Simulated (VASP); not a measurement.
# Co (Pm-3m) in VASP: a series of runs

Runs on Co. Level: BLYP. Tasks: relaxation of cell and atoms, single point.

Program: VASP 6.6.1. These are calculated values, not measurements. Logs are shortened: lines on timing, memory, paths and dates and some standing lists are left out, and cuts for length are marked.

## Step 1: The cell of the first run

Symmetry: Pm-3m, No. 221, cubic system. The conventional cell has a = 2.287 Å, b = 2.287 Å, c = 2.287 Å, α = 90.00°, β = 90.00°, γ = 90.00°. Within 3.0 Å of Co (site symmetry m-3m) lie 6 Co at 2.29 Å.

This isn't the form of Co at room conditions, which is hcp.

## Step 2: Relaxation of cell and atoms, BLYP, collinear spin, antiferromagnetic start

File INCAR:

```
AGGAC = 1.0
AGGAX = 1.0
ALDAC = 0.0
ALDAX = 1.0
ALGO = Normal
EDIFF = 1E-6
EDIFFG = -0.01
ENCUT = 600
GGA = B5
IBRION = 2
ISIF = 3
ISMEAR = -1
ISPIN = 2
LASPH = True
LCHARG = False
LMAXMIX = 4
LORBIT = 11
LREAL = False
LWAVE = False
MAGMOM = 1.7 -1.7
NELM = 150
NSW = 80
PREC = Accurate
SIGMA = 0.05
```

File KPOINTS:

```
k-points
0
Gamma
  12 12 12
```

File POSCAR:

```
Co
1.0
    0.0000000000      2.2868488050      2.2868488050
    2.2868488050      0.0000000000      2.2868488050
    2.2868488050      2.2868488050      0.0000000000
Co
2
Direct
    0.0000000000      0.0000000000      0.0000000000
    0.5000000000      0.5000000000      0.5000000000
```

Potentials or basis: VASP PAW PBE potentials, release 64 (Co).

Started as:

```console
$ cat potpaw_PBE.64/Co/POTCAR > POTCAR
$ mpirun -np 1 vasp_std > vasp.out
```

OUTCAR:

```text
EDIFF = 1E-6
   EDIFFG = -0.01
   ENCUT = 600
   GGA = B5
   IBRION = 2
   ISIF = 3
   ISMEAR = -1
   ISPIN = 2
   LASPH = True
   LORBIT = 11
   LREAL = False
   NELM = 150
   NSW = 80
   PREC = Accurate

 ion  position               nearest neighbor table
   1  0.000  0.000  0.000-   2 2.29   2 2.29   2 2.29   2 2.29   2 2.29   2 2.29
   2  0.500  0.500  0.500-   1 2.29   1 2.29   1 2.29   1 2.29   1 2.29   1 2.29

  LATTYP: Found a face centered cubic cell.
 ALAT       =     4.5736976100

  Lattice vectors:

 A1 = (   0.0000000000,   2.2868488050,   2.2868488050)
 A2 = (   2.2868488050,   0.0000000000,   2.2868488050)
 A3 = (   2.2868488050,   2.2868488050,   0.0000000000)

Analysis of symmetry for initial positions (statically):
=====================================================================
 Subroutine PRICEL returns following result:

  LATTYP: Found a simple cubic cell.
 ALAT       =     2.2868488050
[... 12 lines left out ...]
 Subroutine GETGRP returns: Found 48 space group operations
 (whereof 48 operations were pure point group operations)
 out of a pool of 48 trial point group operations.

The static configuration has the point symmetry O_h .

Analysis of symmetry for dynamics (positions and initial velocities):
=====================================================================
 Subroutine PRICEL returns following result:

  LATTYP: Found a simple cubic cell.
 ALAT       =     2.2868488050
[... 12 lines left out ...]
 Subroutine GETGRP returns: Found 48 space group operations
 (whereof 48 operations were pure point group operations)
 out of a pool of 48 trial point group operations.

The dynamic configuration has the point symmetry O_h .

Analysis of structural, dynamic, and magnetic symmetry:
=====================================================================
 Subroutine PRICEL returns following result:

  LATTYP: Found a simple cubic cell.
 ALAT       =     2.2868488050
[... 12 lines left out ...]
 Subroutine GETGRP returns: Found 48 space group operations
 (whereof 48 operations were pure point group operations)
 out of a pool of 48 trial point group operations.

The overall configuration has the point symmetry O_h .

 Subroutine INISYM returns: Found 48 space group operations
 (whereof 48 operations are pure point group operations),
 and found     2 'primitive' translations

----------------------------------------------------------------------------------------

                                     Primitive cell

  volume of cell :      11.9595

  direct lattice vectors                    reciprocal lattice vectors
    -2.286848805  0.000000000  0.000000000    -0.437282954  0.000000000  0.000000000
     0.000000000  0.000000000  2.286848805     0.000000000  0.000000000  0.437282954
     0.000000000  2.286848805  0.000000000     0.000000000  0.437282954  0.000000000

  length of vectors
     2.286848805  2.286848805  2.286848805     0.437282954  0.437282954  0.437282954

  position of ions in fractional coordinates (direct lattice)
     0.000000000  0.000000000  0.000000000

  ion indices of the primitive-cell ions
   primitive index   ion index
                 1           1

----------------------------------------------------------------------------------------

 KPOINTS: k-points

Automatic generation of k-mesh.
 Grid dimensions read from file:
 generate k-points for:   12   12   12

 Generating k-lattice:

  Cartesian coordinates                     Fractional coordinates (reciprocal lattice)
    -0.018220123  0.018220123  0.018220123     0.083333333  0.000000000  0.000000000
     0.018220123 -0.018220123  0.018220123     0.000000000  0.083333333  0.000000000
     0.018220123  0.018220123 -0.018220123     0.000000000  0.000000000  0.083333333

  Length of vectors
     0.031558179  0.031558179  0.031558179

  Shift w.r.t. Gamma in fractional coordinates (k-lattice)
     0.000000000  0.000000000  0.000000000

 Subroutine IBZKPT returns following result:
 ===========================================

 Found     72 irreducible k-points:

 Following reciprocal coordinates:
            Coordinates               Weight
  0.000000  0.000000  0.000000      1.000000
  0.083333  0.000000  0.000000      8.000000
  0.166667  0.000000  0.000000      8.000000
  0.250000  0.000000  0.000000      8.000000
  0.333333  0.000000  0.000000      8.000000
  0.416667  0.000000  0.000000      8.000000
[... 16 lines left out ...]
  0.500000  0.166667  0.000000     24.000000
 -0.416667  0.166667  0.000000     24.000000
 [... further k-points ...]
   k-points           NKPTS =     72   k-points in BZ     NKDIM =     72   number of bands    NBANDS=     13
   number of dos      NEDOS =    301   number of ions     NIONS =      2
   total plane-waves  NPLWV =  21952
   dimension x,y,z NGX =    28 NGY =   28 NGZ =   28
   dimension x,y,z NGXF=    56 NGYF=   56 NGZF=   56
   ions per type =               2
   NGX,Y,Z   is equivalent  to a cutoff of  14.39, 14.39, 14.39 a.u.
   NGXF,Y,Z  is equivalent  to a cutoff of  28.79, 28.79, 28.79 a.u.
 SYSTEM =  unknown system
   PREC   = accura    normal or accurate (medium, high low for compatibility)
   ISTART =      0    job   : 0-new  1-cont  2-samecut
   ICHARG =      2    charge: 1-file 2-atom 10-const
   ISPIN  =      2    spin polarized calculation?
   LNONCOLLINEAR =      F non collinear calculations
   LSORBIT =      F    spin-orbit coupling
   LASPH  =      T    aspherical Exc in radial PAW
   ENCUT  =  600.0 eV  44.10 Ry    6.64 a.u.   6.46  6.46  6.46*2*pi/ulx,y,z
   NELM   =    150;   NELMIN=  2; NELMDL= -5     # of ELM steps
   EDIFF  = 0.1E-05   stopping-criterion for ELM
   LREAL  =      F    real-space projection
   EDIFFG = -.1E-01   stopping-criterion for IOM
   NSW    =     80    number of steps for IOM
   IBRION =      2    ionic relax: 0-MD 1-quasi-New 2-CG
   NFREE  =      1    steps in history (QN), initial steepest desc. (CG)
   ISIF   =      3    stress and relaxation
   ISYM   =      2    0-nonsym 1-usesym 2-fastsym
   POTIM  = 0.5000    time-step for ionic-motion
   TEBEG  =    0.0;   TEEND  =   0.0 temperature during run
   PSTRESS=    0.0 pullay stress
   NELECT =      18.0000    total number of electrons
   NUPDOWN=      -1.0000    fix difference up-down
   EMIN   =  10.00;   EMAX   =-10.00  energy-range for DOS
   EFERMI =   0.00;   METHOD = LEGACY
   ISMEAR =    -1;   SIGMA  =   0.05  broadening in eV -4-tet -1-fermi 0-gaus
   EFERMI_NEDOS =   21; number of points for ismear=-14 and -15
   IALGO  =     38    algorithm
   IMIX   =      4    mixing-type and parameters
     AMIX     =   0.40;   BMIX     =  1.00
     AMIX_MAG =   1.60;   BMIX_MAG =  1.00
  volume/ion in A,a.u.               =      11.96        80.71
  Fermi-wavevector in a.u.,A,eV,Ry     =   1.489081  2.813954 30.169030  2.217361
  Thomas-Fermi vector in A             =   2.602034
   LORBIT       =     11    0 simple, 1 ext, 2 COOP (PROOUT), +10 PAW based schemes
   GGA     = B5    functional components
   LHFCALC =     F    Hartree Fock is set to
   AEXX    =    0.0000 exact exchange contribution
   IVDW    =     0    specifies the selected vdW correction
   LEPSILON=     F    determine dielectric tensor
   LRPA    =     F    only Hartree local field effects (RPA)
 conjugate gradient relaxation of ions
 spin polarized calculation
  energy-cutoff  :      600.00
  volume of cell :       23.92
 maximum number of plane-waves:       821
 NGX is ok and might be reduce to    28
   NGX = 13   NGY = 13   NGZ = 13

--------------------------------------- Ionic step        1  -------------------------------------------

 number of electron      18.0000006 magnetization       0.0000000

 number of electron      18.0000006 magnetization      -0.0000000

 Free energy of the ion-electron system (eV)
  ---------------------------------------------------
  ext. energy  EPLUGINS =         0.00000000
  ---------------------------------------------------
  free energy    TOTEN  =       -10.40771219 eV

  energy without entropy =      -10.36094387  energy(sigma->0) =      -10.38432803

------------------------ aborting loop because EDIFF is reached ----------------------------------------

  FORCE on cell =-STRESS in cart. coord.  units (eV):
  Direction    XX          YY          ZZ          XY          YZ          ZX
  --------------------------------------------------------------------------------------
  -------------------------------------------------------------------------------------
  Total        0.9535287      0.9535287      0.9535287      0.0000000      0.0000000     -0.0000000
  in kB       63.8707505     63.8707505     63.8707505      0.0000000      0.0000000     -0.0000000
  external PRESSURE =      63.8707505 kB  Pullay stress =       0.0000000 kB
[... 63 lines left out ...]
 number of electron      17.9999997 magnetization      -0.0000000

 number of electron      17.9999997 magnetization       0.0000000

 Free energy of the ion-electron system (eV)
  ---------------------------------------------------
  ext. energy  EPLUGINS =         0.00000000
  ---------------------------------------------------
  free energy    TOTEN  =       -10.42515816 eV

  energy without entropy =      -10.37537889  energy(sigma->0) =      -10.40026853

 E-fermi :   8.8422     XC(G=0): -11.9190

 val. band max:        8.8411377680   @ k =   0.4167   0.0000   0.0000
 cond. band min:       8.8645120996   @ k =  -0.3333   0.2500   0.0000
 fundamental gap:      0.0233743316
 Fermi energy:         8.8422111132

 spin component 1

 k-point     1 :       0.0000    0.0000    0.0000
  band No.  band energies     occupation
      1       1.0753      1.00000
      2       5.4651      1.00000
      3       5.4651      1.00000
      4       5.8245      1.00000
      5       5.8245      1.00000
      6       5.8245      1.00000
      7       9.3003      0.00010
      8       9.3003      0.00010
      9       9.3003      0.00010
     10      10.2352      0.00000
     11      10.2352      0.00000
     12      21.2203      0.00000
     13      21.2203      0.00000
[... 356 lines left out ...]
      2       5.5943      1.00000
      3       6.4512      1.00000
      4       6.9459      1.00000
      5       7.1332      1.00000
      6       7.5369      1.00000
      7       7.5374      1.00000
      8       8.0245      1.00000
      9       8.4558      0.99956
     10       8.4845      0.99922
     11       9.3385      0.00005
     12      10.4211      0.00000
     13      17.3973      0.00000

 [... further k-points ...]

 spin component 2

 k-point     1 :       0.0000    0.0000    0.0000
  band No.  band energies     occupation
      1       1.0753      1.00000
      2       5.4651      1.00000
      3       5.4651      1.00000
      4       5.8245      1.00000
      5       5.8245      1.00000
      6       5.8245      1.00000
      7       9.3003      0.00010
      8       9.3003      0.00010
      9       9.3003      0.00010
     10      10.2352      0.00000
     11      10.2352      0.00000
     12      21.2203      0.00000
     13      21.2203      0.00000
[... 397 lines left out ...]
  FREE ENERGIE OF THE ION-ELECTRON SYSTEM (eV)
  ---------------------------------------------------
  free  energy   TOTEN  =       -10.4251581578 eV

  energy  without entropy=      -10.3753788940  energy(sigma->0) =      -10.40026853

 reached required accuracy - stopping structural energy minimisation

 total charge

# of ion       s       p       d       tot
------------------------------------------
    1        0.489   0.382   7.391   8.262
    2        0.489   0.382   7.391   8.262
--------------------------------------------------
tot          0.978   0.764  14.782  16.525

 magnetization (x)

# of ion       s       p       d       tot
------------------------------------------
    1       -0.000  -0.000   0.000   0.000
    2        0.000   0.000  -0.000  -0.000
--------------------------------------------------
tot          0.000   0.000   0.000   0.000
```

Run time: 2.8 min. Hardware: 1 thread of Intel Xeon 6975P-C (Granite Rapids), shared host; peak memory 0.2 GiB.

What came out:

- Free energy: -10.4252 eV
- Relaxed volume: 12.41 Å³/atom
- Relaxed cell: a = 3.274 Å, b = 3.274 Å, c = 3.274 Å, α = 60.00°, β = 60.00°, γ = 60.00°
- Space group after relaxing (to 0.1 Å): Pm-3m (No. 221)
- Energy gained by relaxing: 8.7 meV/atom
- Ionic steps: 3
- Pressure after relaxing: -0.1 GPa
- Band gap on the k mesh: zero (filled and empty bands overlap)
- Net moment: 0.00 μB per cell
- Valence electrons inside the program's atomic spheres: Co 8.26

Step by step:
| step | energy change (eV) | largest force (eV/Å) | pressure (GPa) | volume (Å³) |
| --- | --- | --- | --- | --- |
| 1 | 0.0000 | 0.0000 | 6.39 | 23.92 |
| 2 | -0.0057 | 0.0000 | -4.65 | 25.61 |
| 3 | -0.0174 | 0.0000 | -0.05 | 24.82 |

Final structure:
```
CELL_PARAMETERS angstrom
0.00000 2.31535 2.31535
2.31535 0.00000 2.31535
2.31535 2.31535 0.00000
ATOMIC_POSITIONS crystal
Co 0.00000 0.00000 0.00000
Co 0.50000 0.50000 0.50000
```

Levels at points of the mesh, in eV from the Fermi level:
Spin up:
```tsv
k point	band 6	band 7	band 8	band 9	band 10	band 11	band 12	band 13
(0.00, 0.00, 0.00)	-3.02	0.46	0.46	0.46	1.39	1.39	12.38	12.38
(0.50, 0.00, 0.00)	-1.74	-0.83	-0.83	-0.83	-0.83	0.62	0.62	13.55
(0.50, 0.50, 0.00)	-0.79	-0.74	-0.53	-0.53	0.57	1.33	4.64	5.58
```
Spin down:
```
           k point  band 7  band 8  band 9  band 10  band 11  band 12
(0.00, 0.00, 0.00)    0.46    0.46    0.46     1.39     1.39    12.38
(0.50, 0.00, 0.00)   -0.83   -0.83   -0.83    -0.83     0.62     0.62
(0.50, 0.50, 0.00)   -0.74   -0.53   -0.53     0.57     1.33     4.64
```

Caveat: the PAW data sets were made with another functional, which shifts forces and pressure a little.

## Step 3: Single point, BLYP, collinear spin, antiferromagnetic start

This run uses another cell than the first one, of 12.44 Å³/atom.

File INCAR:

```
SYSTEM = Co
PREC = Accurate
ENCUT = 520
EDIFF = 1E-6
ISMEAR = -1
SIGMA = 0.05
LREAL = .False.
LASPH = .True.
NELM = 150
ALGO = Normal
ISIF = 2
LWAVE = .False.
LCHARG = .False.
ISPIN = 2
MAGMOM = 1.7 -1.7
LORBIT = 11
LMAXMIX = 4
GGA = B5
ALDAX = 1.0
AGGAX = 1.0
AGGAC = 1.0
ALDAC = 0.0
NBANDS = 20
```

File KPOINTS:

```
regular mesh
0
Gamma
  19 19 19
  0 0 0
```

File POSCAR:

```
Co
1.0
    0.0000000000      2.3171635531      2.3171635531
    2.3171635531      0.0000000000      2.3171635531
    2.3171635531      2.3171635531      0.0000000000
Co
2
Direct
    0.0000000000      0.0000000000      0.0000000000
    0.5000000000      0.5000000000      0.5000000000
```

Potentials or basis: VASP PAW PBE potentials, release 64 (Co).

Started as:

```console
$ cat potpaw_PBE.64/Co/POTCAR > POTCAR
$ mpirun -np 1 vasp_std > vasp.out
```

It took 2.3 min on 1 thread of Intel Xeon 6975P-C (Granite Rapids), shared host; peak memory 0.26 GiB.

Results (log left out):

```
Free energy                                           : -10.4245 eV
Pressure                                              : -0.2 GPa
Band gap on the k mesh                                : zero (filled and empty bands overlap)
Net moment                                            : 0.00 μB per cell
Valence electrons inside the program's atomic spheres : Co 8.26
```

Levels at points of the mesh, in eV from the Fermi level:
Spin up:
```csv
k point,band 5,band 6,band 7,band 8,band 9,band 10,band 11,band 12,band 13,band 14
"(0.00, 0.00, 0.00)",-3.01,-3.01,0.45,0.45,0.45,1.39,1.39,12.34,12.34,12.34
```
Spin down:
```tsv
k point	band 5	band 6	band 7	band 8	band 9	band 10	band 11	band 12	band 13	band 14
(0.00, 0.00, 0.00)	-3.01	-3.01	0.45	0.45	0.45	1.39	1.39	12.34	12.34	12.34
```

Caveat: the PAW data sets were made with another functional, which shifts forces and pressure a little.
